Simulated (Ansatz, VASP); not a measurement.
# B: VASP beside Ansatz

```
B
1.0
    -1.15940    1.15940    1.15940
     1.15940   -1.15940    1.15940
     1.15940    1.15940   -1.15940
B
1
Direct
  0.00000 0.00000 0.00000
```

Alike in both runs: functional revPBE; k mesh 18 × 18 × 18; occupations fermi-dirac, width 0.1 eV; no spin polarisation.

Ansatz relaxed the structure, and its values are those at the end. VASP's run is a single point on that final structure, the one shown.

```csv
,VASP,Ansatz
version,VASP 6.6.1,Ansatz 0.2.0
potentials or method,"VASP PAW PBE potentials, release 64 (B), cutoff 520 eV","plane waves (420 eV) with PAW, scalar-relativistic"
valence electrons in the cell,3,3
```

VASP gave:

| Quantity | Value |
| --- | --- |
| pressure (GPa) | -0.3 |

**Question.** Estimate Ansatz's values.

**Answer.** Pressure (GPa): 0.0.

VASP's potentials were made for PBE, not for revPBE.
